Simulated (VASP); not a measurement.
# TiO2 (I4_1/amd) in VASP: further runs

The runs below take TiO2 through single point, with PBE, r2SCAN.

All numbers are computed with VASP 6.6.1; they aren't measurements. Logs are shortened: lines on timing, memory, paths and dates and some standing lists are left out, and cuts for length are marked.

## (1) The cell of the first run

The structure is tetragonal, space group I4_1/amd (No. 141). The conventional cell has a = 3.799 Å, b = 3.799 Å, c = 9.702 Å, α = 90.00°, β = 90.00°, γ = 90.00°. Ti (site symmetry -4m2) has 6 O at 1.95 to 2.00 Å within 2.6 Å. O (site symmetry 2mm) has 3 Ti at 1.95 to 2.00 Å and 2 O at 2.47 Å within 2.6 Å.

## (2) Single point, PBE

Input file INCAR:

```
  PREC = Accurate
  ENCUT = 520
  EDIFF = 1E-7
  ISMEAR = -1
  SIGMA = 0.02
  LREAL = F
  LASPH = T
  NELM = 80
  ALGO = Normal
  ISIF = 2
  LWAVE = F
  LCHARG = T
  GGA = PE
  LELF = T
  LVHAR = T
  NBANDS = 33
```

Input file KPOINTS:

```
regular mesh
0
Gamma
  8 8 8
```

Input file POSCAR:

```
TiO2
1.0
   -1.8993469318      1.8993469318      4.8509865657
    1.8993469318     -1.8993469318      4.8509865657
    1.8993469318      1.8993469318     -4.8509865657
Ti O
2 4
Direct
    0.7500000000      0.2500000000      0.5000000000
    0.0000000000      0.0000000000      0.0000000000
    0.5435651709      0.0435651709      0.5000000000
    0.7935651709      0.7935651709      0.0000000000
    0.2064348291      0.2064348291      0.0000000000
    0.9564348291      0.4564348291      0.5000000000
```

Potentials or basis: VASP PAW PBE potentials, release 64 (Ti_sv, O).

On the command line:

```
$ cat potpaw_PBE.64/Ti_sv/POTCAR potpaw_PBE.64/O/POTCAR > POTCAR
$ mpirun -np 1 vasp_std > vasp.out
```

OUTCAR:

```text
PREC = Accurate
   ENCUT = 520
   EDIFF = 1E-7
   ISMEAR = -1
   LREAL = F
   LASPH = T
   NELM = 80
   ISIF = 2
   GGA = PE

 ion  position               nearest neighbor table
   1  0.750  0.250  0.500-   4 1.95   5 1.95   4 1.95   5 1.95   3 2.00   6 2.00
   2  0.000  0.000  0.000-   3 1.95   6 1.95   3 1.95   6 1.95   5 2.00   4 2.00
   3  0.544  0.044  0.500-   2 1.95   2 1.95   1 2.00
   4  0.794  0.794  0.000-   1 1.95   1 1.95   2 2.00
   5  0.206  0.206  0.000-   1 1.95   1 1.95   2 2.00
   6  0.956  0.456  0.500-   2 1.95   2 1.95   1 2.00

  LATTYP: Found a body centered tetragonal cell.
 ALAT       =     3.7986938636
 C/A-ratio  =     2.5540286951

  Lattice vectors:

 A1 = (  -1.8993469318,   1.8993469318,   4.8509865657)
 A2 = (   1.8993469318,  -1.8993469318,   4.8509865657)
 A3 = (   1.8993469318,   1.8993469318,  -4.8509865657)

Analysis of symmetry for initial positions (statically):
=====================================================================
 Subroutine PRICEL returns:
 Original cell was already a primitive cell.

 Routine SETGRP: Setting up the symmetry group for a
 body centered tetragonal supercell.

 Subroutine GETGRP returns: Found 16 space group operations
 (whereof  8 operations were pure point group operations)
 out of a pool of 16 trial point group operations.

The static configuration has the point symmetry D_2d.
 The point group associated with its full space group is D_4h.

Analysis of symmetry for dynamics (positions and initial velocities):
=====================================================================
 Subroutine PRICEL returns:
 Original cell was already a primitive cell.

 Routine SETGRP: Setting up the symmetry group for a
 body centered tetragonal supercell.

 Subroutine GETGRP returns: Found 16 space group operations
 (whereof  8 operations were pure point group operations)
 out of a pool of 16 trial point group operations.

The dynamic configuration has the point symmetry D_2d.
 The point group associated with its full space group is D_4h.

 Subroutine INISYM returns: Found 16 space group operations
 (whereof  8 operations are pure point group operations),
 and found     1 'primitive' translations

----------------------------------------------------------------------------------------

                                     Primitive cell

  volume of cell :      70.0001

  direct lattice vectors                    reciprocal lattice vectors
    -1.899346932  1.899346932  4.850986566     0.000000000  0.263248378  0.103071817
     1.899346932 -1.899346932  4.850986566     0.263248378  0.000000000  0.103071817
     1.899346932  1.899346932 -4.850986566     0.263248378  0.263248378  0.000000000

  length of vectors
     5.545007502  5.545007502  5.545007502     0.282707461  0.282707461  0.372289427

  position of ions in fractional coordinates (direct lattice)
     0.750000000  0.250000000  0.500000000
     0.000000000  0.000000000  0.000000000
     0.543565171  0.043565171  0.500000000
     0.793565171  0.793565171  0.000000000
     0.206434829  0.206434829  0.000000000
     0.956434829  0.456434829  0.500000000

  ion indices of the primitive-cell ions
   primitive index   ion index
                 1           1
                 2           2
                 3           3
                 4           4
                 5           5
                 6           6

----------------------------------------------------------------------------------------

 KPOINTS: regular mesh

Automatic generation of k-mesh.
 Grid dimensions read from file:
 generate k-points for:    8    8    8

 Generating k-lattice:

  Cartesian coordinates                     Fractional coordinates (reciprocal lattice)
     0.000000000  0.032906047  0.012883977     0.125000000  0.000000000  0.000000000
     0.032906047  0.000000000  0.012883977     0.000000000  0.125000000  0.000000000
     0.032906047  0.032906047  0.000000000     0.000000000  0.000000000  0.125000000

  Length of vectors
     0.035338433  0.035338433  0.046536178

  Shift w.r.t. Gamma in fractional coordinates (k-lattice)
     0.000000000  0.000000000  0.000000000

 Subroutine IBZKPT returns following result:
 ===========================================

 Found     59 irreducible k-points:

 Following reciprocal coordinates:
            Coordinates               Weight
  0.000000  0.000000  0.000000      1.000000
  0.125000  0.000000 -0.000000      8.000000
  0.250000  0.000000 -0.000000      8.000000
  0.375000  0.000000 -0.000000      8.000000
  0.500000  0.000000 -0.000000      4.000000
  0.125000  0.125000 -0.000000      8.000000
[... 16 lines left out ...]
  0.250000  0.125000  0.125000     16.000000
  0.375000  0.125000  0.125000      8.000000
 [... further k-points ...]
   k-points           NKPTS =     59   k-points in BZ     NKDIM =     59   number of bands    NBANDS=     33
   number of dos      NEDOS =    301   number of ions     NIONS =      6
   total plane-waves  NPLWV =  74088
   dimension x,y,z NGX =    42 NGY =   42 NGZ =   42
   dimension x,y,z NGXF=    84 NGYF=   84 NGZF=   84
   ions per type =               2   4
   NGX,Y,Z   is equivalent  to a cutoff of  12.59, 12.59, 12.59 a.u.
   NGXF,Y,Z  is equivalent  to a cutoff of  25.18, 25.18, 25.18 a.u.
 SYSTEM =  unknown system
   PREC   = accura    normal or accurate (medium, high low for compatibility)
   ISTART =      0    job   : 0-new  1-cont  2-samecut
   ICHARG =      2    charge: 1-file 2-atom 10-const
   ISPIN  =      1    spin polarized calculation?
   LNONCOLLINEAR =      F non collinear calculations
   LSORBIT =      F    spin-orbit coupling
   LASPH  =      T    aspherical Exc in radial PAW
   ENCUT  =  520.0 eV  38.22 Ry    6.18 a.u.  10.31 10.31 10.31*2*pi/ulx,y,z
   NELM   =     80;   NELMIN=  2; NELMDL= -5     # of ELM steps
   EDIFF  = 0.1E-06   stopping-criterion for ELM
   LREAL  =      F    real-space projection
   EDIFFG = 0.1E-05   stopping-criterion for IOM
   NSW    =      0    number of steps for IOM
   IBRION =     -1    ionic relax: 0-MD 1-quasi-New 2-CG
   NFREE  =      0    steps in history (QN), initial steepest desc. (CG)
   ISIF   =      2    stress and relaxation
   ISYM   =      2    0-nonsym 1-usesym 2-fastsym
   POTIM  = 0.5000    time-step for ionic-motion
   TEBEG  =    0.0;   TEEND  =   0.0 temperature during run
   PSTRESS=    0.0 pullay stress
   NELECT =      48.0000    total number of electrons
   NUPDOWN=      -1.0000    fix difference up-down
   EMIN   =  10.00;   EMAX   =-10.00  energy-range for DOS
   EFERMI =   0.00;   METHOD = LEGACY
   ISMEAR =    -1;   SIGMA  =   0.02  broadening in eV -4-tet -1-fermi 0-gaus
   EFERMI_NEDOS =   21; number of points for ismear=-14 and -15
   IALGO  =     38    algorithm
   IMIX   =      4    mixing-type and parameters
     AMIX     =   0.40;   BMIX     =  1.00
     AMIX_MAG =   1.60;   BMIX_MAG =  1.00
  volume/ion in A,a.u.               =      11.67        78.73
  Fermi-wavevector in a.u.,A,eV,Ry     =   1.443629  2.728064 28.355433  2.084066
  Thomas-Fermi vector in A             =   2.562015
   LORBIT       =      0    0 simple, 1 ext, 2 COOP (PROOUT), +10 PAW based schemes
   GGA     = PE    functional components
   LHFCALC =     F    Hartree Fock is set to
   AEXX    =    0.0000 exact exchange contribution
   IVDW    =     0    specifies the selected vdW correction
   LEPSILON=     F    determine dielectric tensor
   LRPA    =     F    only Hartree local field effects (RPA)
 non-spin polarized calculation
  energy-cutoff  :      520.00
  volume of cell :       70.00
 maximum number of plane-waves:      1897
 NGX is ok and might be reduce to    42
   NGX = 21   NGY = 21   NGZ = 21

 number of electron      47.9999996 magnetization

 Free energy of the ion-electron system (eV)
  ---------------------------------------------------
  ext. energy  EPLUGINS =         0.00000000
  ---------------------------------------------------
  free energy    TOTEN  =       -53.86479963 eV

  energy without entropy =      -53.86479963  energy(sigma->0) =      -53.86479963

 E-fermi :   3.5742     XC(G=0): -10.5917

 val. band max:        3.1172053662   @ k =  -0.3750   0.3750   0.0000
 cond. band min:       5.2539606216   @ k =   0.0000   0.0000   0.0000
 fundamental gap:      2.1367552554
 Fermi energy:         3.5741610683

 k-point     1 :       0.0000    0.0000    0.0000
  band No.  band energies     occupation
      1     -53.3152      2.00000
      2     -53.2642      2.00000
      3     -29.7439      2.00000
      4     -29.5254      2.00000
      5     -29.5254      2.00000
      6     -29.4641      2.00000
[... 25 lines left out ...]
     32       8.2000      0.00000
     33       8.3436      0.00000

 k-point     2 :       0.1250    0.0000   -0.0000
  band No.  band energies     occupation
      1     -53.3135      2.00000
      2     -53.2653      2.00000
      3     -29.7398      2.00000
      4     -29.5433      2.00000
      5     -29.5266      2.00000
      6     -29.4717      2.00000
[... 25 lines left out ...]
     32       8.4736      0.00000
     33       8.7246      0.00000

 k-point     3 :       0.2500    0.0000   -0.0000
  band No.  band energies     occupation
      1     -53.3088      2.00000
      2     -53.2685      2.00000
      3     -29.7302      2.00000
      4     -29.5845      2.00000
      5     -29.5293      2.00000
      6     -29.4875      2.00000
[... 25 lines left out ...]
     32       8.8468      0.00000
     33       9.1723      0.00000

 k-point     4 :       0.3750    0.0000   -0.0000
  band No.  band energies     occupation
      1     -53.3032      2.00000
      2     -53.2727      2.00000
      3     -29.7203      2.00000
      4     -29.6258      2.00000
      5     -29.5316      2.00000
      6     -29.4979      2.00000
[... 673 lines left out ...]
     32       9.5386      0.00000
     33       9.9396      0.00000

 k-point    23 :       0.2500    0.1250    0.1250
  band No.  band energies     occupation
      1     -53.2986      2.00000
      2     -53.2751      2.00000
      3     -29.7195      2.00000
      4     -29.6445      2.00000
      5     -29.5644      2.00000
      6     -29.5265      2.00000
[... 25 lines left out ...]
     32       9.5838      0.00000
     33      10.1113      0.00000

 k-point    24 :       0.3750    0.1250    0.1250
  band No.  band energies     occupation
      1     -53.2956      2.00000
      2     -53.2776      2.00000
      3     -29.7144      2.00000
      4     -29.6616      2.00000
      5     -29.5660      2.00000
      6     -29.5324      2.00000
[... 25 lines left out ...]
     32       9.5628      0.00000
     33      10.1296      0.00000

 [... further k-points ...]
[... 5 lines left out ...]
  --------------------------------------------------------------------------------------
  -------------------------------------------------------------------------------------
  Total        0.2842021      0.2842021      0.3038395      0.0000000     -0.0000000      0.0000000
  in kB        6.5048789      6.5048789      6.9543435      0.0000000     -0.0000000      0.0000000
  external PRESSURE =       6.6547004 kB  Pullay stress =       0.0000000 kB

 VOLUME and BASIS-vectors are now :
 -----------------------------------------------------------------------------
  energy-cutoff  :      520.00
  volume of cell :       70.00
      direct lattice vectors                 reciprocal lattice vectors
    -1.899346932  1.899346932  4.850986566     0.000000000  0.263248378  0.103071817
     1.899346932 -1.899346932  4.850986566     0.263248378  0.000000000  0.103071817
     1.899346932  1.899346932 -4.850986566     0.263248378  0.263248378  0.000000000

 POSITION                                       TOTAL-FORCE (eV/Angst)
 -----------------------------------------------------------------------------------
      0.00000      1.89935      2.42549         0.000000      0.000000      0.000000
      0.00000      0.00000      0.00000         0.000000      0.000000     -0.000000
      0.00000      1.89935      0.42267        -0.000000     -0.000000     -0.018760
      0.00000      0.00000      7.69915        -0.000000     -0.000000     -0.018760
      0.00000      0.00000      2.00283         0.000000      0.000000      0.018760
      0.00000      1.89935      4.42832        -0.000000     -0.000000      0.018760
 -----------------------------------------------------------------------------------
    total drift:                                0.000000      0.000000     -0.000000

  FREE ENERGIE OF THE ION-ELECTRON SYSTEM (eV)
  ---------------------------------------------------
  free  energy   TOTEN  =       -53.8647996284 eV

  energy  without entropy=      -53.8647996284  energy(sigma->0) =      -53.86479963
```

Run time: 10 min. Hardware: 1 thread of Intel Xeon 8259CL, shared host; peak memory 0.31 GiB.

Results:

```yaml
Free_energy: -53.8648 eV
Pressure: 0.7 GPa
Largest_force: 0.019 eV/Å
Band_gap_on_the_k_mesh: 2.14 eV (least direct gap 2.41 eV)
```

Forces on the atoms (eV/Å):
```
Ti   0.000  0.000  0.000
Ti   0.000  0.000  0.000
O    0.000  0.000 -0.019
O    0.000  0.000 -0.019
O    0.000  0.000  0.019
O    0.000  0.000  0.019
```

## (3) Single point, r2SCAN

This run uses another cell than the first one, of 11.40 Å³/atom.

Input file POSCAR:

```
TiO2
1.0
   -1.8888985843      1.8888985843      4.7916842953
    1.8888985843     -1.8888985843      4.7916842953
    1.8888985843      1.8888985843     -4.7916842953
Ti O
2 4
Direct
    0.7500000000      0.2500000000      0.5000000000
    0.0000000000      0.0000000000      0.0000000000
    0.5427126158      0.0427126158      0.5000000000
    0.7927126158      0.7927126158      0.0000000000
    0.2072873842      0.2072873842      0.0000000000
    0.9572873842      0.4572873842      0.5000000000
```

Input file INCAR.step1:

```
SYSTEM = TiO2
PREC = Accurate
ENCUT = 520
ISMEAR = -1
SIGMA = 0.02
LREAL = .False.
LASPH = .True.
NELM = 100
NBANDS = 33
GGA = PE
ALGO = Normal
EDIFF = 1E-4
LWAVE = .True.
LCHARG = .False.
```

Input file INCAR.step2:

```
SYSTEM = TiO2
PREC = Accurate
ENCUT = 520
EDIFF = 1E-7
ISMEAR = -1
SIGMA = 0.02
LREAL = .False.
LASPH = .True.
NELM = 100
ALGO = Normal
ISIF = 2
LWAVE = .False.
LCHARG = .False.
METAGGA = R2SCAN
LMIXTAU = .True.
NBANDS = 33
ISTART = 1
```

Input file KPOINTS:

```
Automatic mesh
0
Gamma
  8 8 8
  0 0 0
```

Potentials or basis: VASP PAW PBE potentials, release 64 (Ti_sv, O).

On the command line:

```
$ cat potpaw_PBE.64/Ti_sv/POTCAR potpaw_PBE.64/O/POTCAR > POTCAR
$ cp INCAR.step1 INCAR
$ mpirun -np 1 vasp_std > vasp.out
$ cp INCAR.step2 INCAR
$ mpirun -np 1 vasp_std > vasp.out
```

Run time: 34 min. Hardware: 1 thread of Intel Xeon 8259CL, shared host; peak memory 0.34 GiB.

Results (log left out):

```
Free energy            : -69.8581 eV
Pressure               : 1.2 GPa
Largest force          : 0.026 eV/Å
Band gap on the k mesh : 2.59 eV (least direct gap 2.90 eV)
```

Forces in eV/Å, atoms in the order of the input:
```
Ti   0.000  0.000  0.000
Ti   0.000  0.000  0.000
O    0.000  0.000 -0.026
O    0.000  0.000 -0.026
O    0.000  0.000  0.026
O    0.000  0.000  0.026
```

Stress tensor (GPa, compression positive):
```
1.30 0.00 0.00
0.00 1.30 0.00
0.00 0.00 1.09
```

Levels at points of the mesh, in eV from the valence-band top:
```csv
k point,band 22,band 23,band 24,band 25,band 26,band 27
"(0.00, 0.00, 0.00)",-0.76,-0.44,-0.44,2.59,3.31,4.50
"(0.50, 0.00, 0.00)",-0.93,-0.84,-0.65,3.71,3.99,4.04
"(0.50, 0.50, 0.00)",-2.05,-0.01,-0.01,3.77,3.77,4.24
"(0.50, 0.50, 0.50)",-1.26,-0.09,-0.09,2.94,2.94,4.26
```

Caveat: the PAW data sets were made with another functional, which shifts forces and pressure a little. A k mesh can miss the band edges.

[end of part 1 of 2]
